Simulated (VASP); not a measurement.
# Si4BW (F-43m) in VASP: notebook

Si4BW is run at these levels: PBE; tasks: relaxation of cell and atoms, single point.

All numbers are computed with VASP 6.6.1; they aren't measurements. Logs are shortened: lines on timing, memory, paths and dates and some standing lists are left out, and cuts for length are marked.

## 1. The cell of the first run

The structure is cubic, space group F-43m (No. 216). The conventional cell has a = 6.887 Å, b = 6.887 Å, c = 6.887 Å, α = 90.00°, β = 90.00°, γ = 90.00°. Si (site symmetry 3m) has 6 Si at 2.40 to 2.47 Å and 3 B at 2.85 Å and 3 W at 2.86 Å within 3.2 Å. Within 3.8 Å of B (site symmetry -43m) lie 12 Si at 2.85 Å and 4 W at 2.98 Å. W (site symmetry -43m) has 12 Si at 2.86 Å and 4 B at 2.98 Å within 3.8 Å.

The cell was built from a structure type or drawn by symmetry, and may not be a known phase.

## 2. Relaxation of cell and atoms, PBE

Contents of INCAR:

```
ALGO = Normal
EDIFF = 1E-6
EDIFFG = -0.04
ENCUT = 600
GGA = PE
IBRION = 2
ISIF = 3
ISMEAR = 0
LASPH = True
LCHARG = False
LREAL = False
LWAVE = False
NELM = 100
NSW = 90
PREC = Accurate
SIGMA = 0.1
```

Contents of KPOINTS:

```
k-points
0
Gamma
  4 4 4
```

Contents of POSCAR:

```
Si4BW
1.0
    0.0000000000      3.4434011300      3.4434011300
    3.4434011300      0.0000000000      3.4434011300
    3.4434011300      3.4434011300      0.0000000000
Si B W
4 1 1
Direct
    0.8769079000      0.3692763100      0.8769079000
    0.8769079000      0.8769079000      0.3692763100
    0.8769079000      0.8769079000      0.8769079000
    0.3692763100      0.8769079000      0.8769079000
    0.2500000000      0.2500000000      0.2500000000
    0.5000000000      0.5000000000      0.5000000000
```

Potentials or basis: VASP PAW PBE potentials, release 64 (Si, B, W_sv).

Started as:

```
$ cat potpaw_PBE.64/Si/POTCAR potpaw_PBE.64/B/POTCAR potpaw_PBE.64/W_sv/POTCAR > POTCAR
$ mpirun -np 1 vasp_std > vasp.out
```

OUTCAR:

```text
EDIFF = 1E-6
   EDIFFG = -0.04
   ENCUT = 600
   GGA = PE
   IBRION = 2
   ISIF = 3
   ISMEAR = 0
   LASPH = True
   LREAL = False
   NELM = 100
   NSW = 90
   PREC = Accurate

 ion  position               nearest neighbor table
   1  0.877  0.369  0.877-   2 2.40   3 2.40   4 2.40   2 2.47   3 2.47   4 2.47   6 2.86   6 2.86
                             6 2.86
   2  0.877  0.877  0.369-   1 2.40   3 2.40   4 2.40   3 2.47   1 2.47   4 2.47   6 2.86   6 2.86
                             6 2.86
   3  0.877  0.877  0.877-   1 2.40   2 2.40   4 2.40   2 2.47   1 2.47   4 2.47   6 2.86   6 2.86
                             6 2.86
   4  0.369  0.877  0.877-   1 2.40   2 2.40   3 2.40   3 2.47   2 2.47   1 2.47   6 2.86   6 2.86
                             6 2.86
   5  0.250  0.250  0.250-
   6  0.500  0.500  0.500-   1 2.86   4 2.86   2 2.86   4 2.86   1 2.86   2 2.86   3 2.86   3 2.86
                             3 2.86   1 2.86   2 2.86   4 2.86

  LATTYP: Found a face centered cubic cell.
 ALAT       =     6.8868022600

  Lattice vectors:

 A1 = (   0.0000000000,   3.4434011300,   3.4434011300)
 A2 = (   3.4434011300,   0.0000000000,   3.4434011300)
 A3 = (   3.4434011300,   3.4434011300,   0.0000000000)

Analysis of symmetry for initial positions (statically):
=====================================================================
 Subroutine PRICEL returns:
 Original cell was already a primitive cell.

 Routine SETGRP: Setting up the symmetry group for a
 face centered cubic supercell.

 Subroutine GETGRP returns: Found 24 space group operations
 (whereof 24 operations were pure point group operations)
 out of a pool of 48 trial point group operations.

The static configuration has the point symmetry T_d .

Analysis of symmetry for dynamics (positions and initial velocities):
=====================================================================
 Subroutine PRICEL returns:
 Original cell was already a primitive cell.

 Routine SETGRP: Setting up the symmetry group for a
 face centered cubic supercell.

 Subroutine GETGRP returns: Found 24 space group operations
 (whereof 24 operations were pure point group operations)
 out of a pool of 48 trial point group operations.

The dynamic configuration has the point symmetry T_d .

 Subroutine INISYM returns: Found 24 space group operations
 (whereof 24 operations are pure point group operations),
 and found     1 'primitive' translations

----------------------------------------------------------------------------------------

                                     Primitive cell

  volume of cell :      81.6569

  direct lattice vectors                    reciprocal lattice vectors
     0.000000000  3.443401130  3.443401130    -0.145205273  0.145205273  0.145205273
     3.443401130  0.000000000  3.443401130     0.145205273 -0.145205273  0.145205273
     3.443401130  3.443401130  0.000000000     0.145205273  0.145205273 -0.145205273

  length of vectors
     4.869704579  4.869704579  4.869704579     0.251502910  0.251502910  0.251502910

  position of ions in fractional coordinates (direct lattice)
     0.876907900  0.369276310  0.876907900
     0.876907900  0.876907900  0.369276310
     0.876907900  0.876907900  0.876907900
     0.369276310  0.876907900  0.876907900
     0.250000000  0.250000000  0.250000000
     0.500000000  0.500000000  0.500000000

  ion indices of the primitive-cell ions
   primitive index   ion index
                 1           1
                 2           2
                 3           3
                 4           4
                 5           5
                 6           6

----------------------------------------------------------------------------------------

 KPOINTS: k-points

Automatic generation of k-mesh.
 Grid dimensions read from file:
 generate k-points for:    4    4    4

 Generating k-lattice:

  Cartesian coordinates                     Fractional coordinates (reciprocal lattice)
    -0.036301318  0.036301318  0.036301318     0.250000000  0.000000000  0.000000000
     0.036301318 -0.036301318  0.036301318     0.000000000  0.250000000  0.000000000
     0.036301318  0.036301318 -0.036301318     0.000000000  0.000000000  0.250000000

  Length of vectors
     0.062875727  0.062875727  0.062875727

  Shift w.r.t. Gamma in fractional coordinates (k-lattice)
     0.000000000  0.000000000  0.000000000

 Subroutine IBZKPT returns following result:
 ===========================================

 Found      8 irreducible k-points:

 Following reciprocal coordinates:
            Coordinates               Weight
  0.000000  0.000000  0.000000      1.000000
  0.250000  0.000000  0.000000      8.000000
  0.500000  0.000000  0.000000      4.000000
  0.250000  0.250000  0.000000      6.000000
  0.500000  0.250000  0.000000     24.000000
 -0.250000  0.250000  0.000000     12.000000
  0.500000  0.500000  0.000000      3.000000
 -0.250000  0.500000  0.250000      6.000000
   k-points           NKPTS =      8   k-points in BZ     NKDIM =      8   number of bands    NBANDS=     20
   number of dos      NEDOS =    301   number of ions     NIONS =      6
   total plane-waves  NPLWV =  64000
   dimension x,y,z NGX =    40 NGY =   40 NGZ =   40
   dimension x,y,z NGXF=    80 NGYF=   80 NGZF=   80
   ions per type =               4   1   1
   NGX,Y,Z   is equivalent  to a cutoff of  13.66, 13.66, 13.66 a.u.
   NGXF,Y,Z  is equivalent  to a cutoff of  27.31, 27.31, 27.31 a.u.
 SYSTEM =  unknown system
   PREC   = accura    normal or accurate (medium, high low for compatibility)
   ISTART =      0    job   : 0-new  1-cont  2-samecut
   ICHARG =      2    charge: 1-file 2-atom 10-const
   ISPIN  =      1    spin polarized calculation?
   LNONCOLLINEAR =      F non collinear calculations
   LSORBIT =      F    spin-orbit coupling
   LASPH  =      T    aspherical Exc in radial PAW
   ENCUT  =  600.0 eV  44.10 Ry    6.64 a.u.   9.73  9.73  9.73*2*pi/ulx,y,z
   NELM   =    100;   NELMIN=  2; NELMDL= -5     # of ELM steps
   EDIFF  = 0.1E-05   stopping-criterion for ELM
   LREAL  =      F    real-space projection
   EDIFFG = -.4E-01   stopping-criterion for IOM
   NSW    =     90    number of steps for IOM
   IBRION =      2    ionic relax: 0-MD 1-quasi-New 2-CG
   NFREE  =      1    steps in history (QN), initial steepest desc. (CG)
   ISIF   =      3    stress and relaxation
   ISYM   =      2    0-nonsym 1-usesym 2-fastsym
   POTIM  = 0.5000    time-step for ionic-motion
   TEBEG  =    0.0;   TEEND  =   0.0 temperature during run
   PSTRESS=    0.0 pullay stress
   NELECT =      33.0000    total number of electrons
   NUPDOWN=      -1.0000    fix difference up-down
   EMIN   =  10.00;   EMAX   =-10.00  energy-range for DOS
   EFERMI =   0.00;   METHOD = LEGACY
   ISMEAR =     0;   SIGMA  =   0.10  broadening in eV -4-tet -1-fermi 0-gaus
   EFERMI_NEDOS =   21; number of points for ismear=-14 and -15
   IALGO  =     38    algorithm
   IMIX   =      4    mixing-type and parameters
     AMIX     =   0.40;   BMIX     =  1.00
     AMIX_MAG =   1.60;   BMIX_MAG =  1.00
  volume/ion in A,a.u.               =      13.61        91.84
  Fermi-wavevector in a.u.,A,eV,Ry     =   1.210362  2.287252 19.932203  1.464976
  Thomas-Fermi vector in A             =   2.345911
   LORBIT       =      0    0 simple, 1 ext, 2 COOP (PROOUT), +10 PAW based schemes
   GGA     = PE    functional components
   LHFCALC =     F    Hartree Fock is set to
   AEXX    =    0.0000 exact exchange contribution
   IVDW    =     0    specifies the selected vdW correction
   LEPSILON=     F    determine dielectric tensor
   LRPA    =     F    only Hartree local field effects (RPA)
 conjugate gradient relaxation of ions
 non-spin polarized calculation
 Gauss-broadening in eV      SIGMA  =   0.10
  energy-cutoff  :      600.00
  volume of cell :       81.66
 maximum number of plane-waves:      2764
 NGX is ok and might be reduce to    40
   NGX = 19   NGY = 19   NGZ = 19

--------------------------------------- Ionic step        1  -------------------------------------------

 number of electron      32.9999998 magnetization

 Free energy of the ion-electron system (eV)
  ---------------------------------------------------
  ext. energy  EPLUGINS =         0.00000000
  ---------------------------------------------------
  free energy    TOTEN  =       -35.65600516 eV

  energy without entropy =      -35.64680269  energy(sigma->0) =      -35.65140393

------------------------ aborting loop because EDIFF is reached ----------------------------------------

  FORCE on cell =-STRESS in cart. coord.  units (eV):
  Direction    XX          YY          ZZ          XY          YZ          ZX
  --------------------------------------------------------------------------------------
  -------------------------------------------------------------------------------------
  Total       -2.6870735     -2.6870735     -2.6870735      0.0000000      0.0000000      0.0000000
  in kB      -52.7226567    -52.7226567    -52.7226567      0.0000000      0.0000000      0.0000000
  external PRESSURE =     -52.7226567 kB  Pullay stress =       0.0000000 kB
[... 65 lines left out ...]
  energy  without entropy=      -35.6658667925  energy(sigma->0) =      -35.67405810

--------------------------------------- Ionic step        3  -------------------------------------------

 number of electron      33.0000000 magnetization

 Free energy of the ion-electron system (eV)
  ---------------------------------------------------
  ext. energy  EPLUGINS =         0.00000000
  ---------------------------------------------------
  free energy    TOTEN  =       -35.72770334 eV

  energy without entropy =      -35.71654713  energy(sigma->0) =      -35.72212523

 E-fermi :  10.7219     XC(G=0): -11.8560

 val. band max:       10.5490328264   @ k =   0.5000   0.2500   0.0000
 cond. band min:      10.7639866911   @ k =  -0.2500   0.2500   0.0000
 fundamental gap:      0.2149538646
 Fermi energy:        10.7219482818

 k-point     1 :       0.0000    0.0000    0.0000
  band No.  band energies     occupation
      1     -63.9848      2.00000
      2     -28.1665      2.00000
      3     -28.1665      2.00000
      4     -28.1665      2.00000
      5      -4.3529      2.00000
      6       2.3689      2.00000
[... 12 lines left out ...]
     19      12.3434      0.00000
[... 193 lines left out ...]
  FREE ENERGIE OF THE ION-ELECTRON SYSTEM (eV)
  ---------------------------------------------------
  free  energy   TOTEN  =       -35.7277033384 eV

  energy  without entropy=      -35.7165471306  energy(sigma->0) =      -35.72212523

 reached required accuracy - stopping structural energy minimisation
```

It took 53 s on 1 thread of Intel Xeon Platinum 8488C (Sapphire Rapids), shared host; peak memory 0.25 GiB.

What came out:

```
Free energy                           : -35.7277 eV
Relaxed volume                        : 13.11 Å³/atom
Relaxed cell                          : a = 4.810 Å, b = 4.810 Å, c = 4.810 Å, α = 60.00°, β = 60.00°, γ = 60.00°
Space group after relaxing (to 0.1 Å) : F-43m (No. 216)
Energy gained by relaxing             : 11.9 meV/atom
Ionic steps                           : 3
Pressure after relaxing               : -0.1 GPa
Largest force after relaxing          : 0.029 eV/Å
Band gap on the k mesh                : zero (an odd number of electrons rules out a gap without spin polarisation)
```

Forces on the atoms (eV/Å):
```
Si  -0.016  0.016 -0.016
Si  -0.016 -0.016  0.016
Si   0.016  0.016  0.016
Si   0.016 -0.016 -0.016
B    0.000  0.000  0.000
W    0.000  0.000  0.000
```

Step by step:
```csv
step,energy change (eV),largest force (eV/Å),pressure (GPa),volume (Å³)
1,0.0000,0.6060,-5.27,81.66
2,-0.0262,0.6202,4.53,76.48
3,-0.0717,0.0285,-0.13,78.69
```

Final structure:
```xyz
6
Lattice="0.0000 3.4012 3.4012 3.4012 0.0000 3.4012 3.4012 3.4012 0.0000" Properties=species:S:1:pos:R:3 pbc="T T T"
Si    4.2478    5.9557    4.2478
Si    4.2478    4.2478    5.9557
Si    5.9557    5.9557    5.9557
Si    5.9557    4.2478    4.2478
B     1.7006    1.7006    1.7006
W     3.4012    3.4012    3.4012
```

Caveat: the k points lie up to 0.40 Å⁻¹ apart in the final cell, too coarse for converged energies and pressures of a metal; spin-orbit coupling is left out, which moves the levels of the heavy elements.

## 3. Single point, PBE

This run uses another cell than the first one, of 13.09 Å³/atom.

Contents of INCAR:

```
ALGO = Normal ; EDIFF = 1E-6
ENCUT = 520 ; GGA = PE
ISIF = 2 ; ISMEAR = 0
LASPH = T ; LCHARG = T
LELF = T ; LREAL = F
LVHAR = T ; LWAVE = F
NBANDS = 26 ; NELM = 60
PREC = Accurate ; SIGMA = 0.1
```

Contents of KPOINTS:

```
k-points
0
Gamma
  10 10 10
```

Contents of POSCAR:

```
Si4BW
1.0
    0.0000000000      3.3988168683      3.3988168683
    3.3988168683      0.0000000000      3.3988168683
    3.3988168683      3.3988168683      0.0000000000
Si B W
4 1 1
Direct
    0.6269355694      0.1243548102      0.1243548102
    0.1243548102      0.1243548102      0.1243548102
    0.1243548102      0.6269355694      0.1243548102
    0.1243548102      0.1243548102      0.6269355694
    0.7500000000      0.7500000000      0.7500000000
    0.5000000000      0.5000000000      0.5000000000
```

Potentials or basis: VASP PAW PBE potentials, release 64 (Si, B, W_sv).

Started as:

```
$ cat potpaw_PBE.64/Si/POTCAR potpaw_PBE.64/B/POTCAR potpaw_PBE.64/W_sv/POTCAR > POTCAR
$ mpirun -np 1 vasp_std > vasp.out
```

Wall time 90 s (1 thread of Intel Xeon Platinum 8488C (Sapphire Rapids), shared host); peak memory 0.26 GiB.

The run converged. Its results:

| Quantity | Value |
| --- | --- |
| Free energy | -35.8591 eV |
| Pressure | -0.1 GPa |
| Largest force | 0.016 eV/Å |
| Band gap on the k mesh | zero (an odd number of electrons rules out a gap without spin polarisation) |

Forces on the atoms (eV/Å):
```
Si  -0.009  0.009  0.009
Si  -0.009 -0.009 -0.009
Si   0.009 -0.009  0.009
Si   0.009  0.009 -0.009
B    0.000  0.000  0.000
W    0.000  0.000  0.000
```

Levels at points of the mesh, in eV from the Fermi level:
```tsv
k point	band 15	band 16	band 17	band 18	band 19	band 20
(0.00, 0.00, 0.00)	-4.53	-0.68	-0.68	-0.68	1.60	2.11
(0.50, 0.00, 0.00)	-1.19	0.13	0.61	0.61	0.90	0.90
(0.50, 0.50, 0.00)	-1.40	0.33	0.39	0.67	0.67	1.80
```

Caveat: spin-orbit coupling is left out, which moves the levels of the heavy elements.

(Continued in part 2 of 2.)
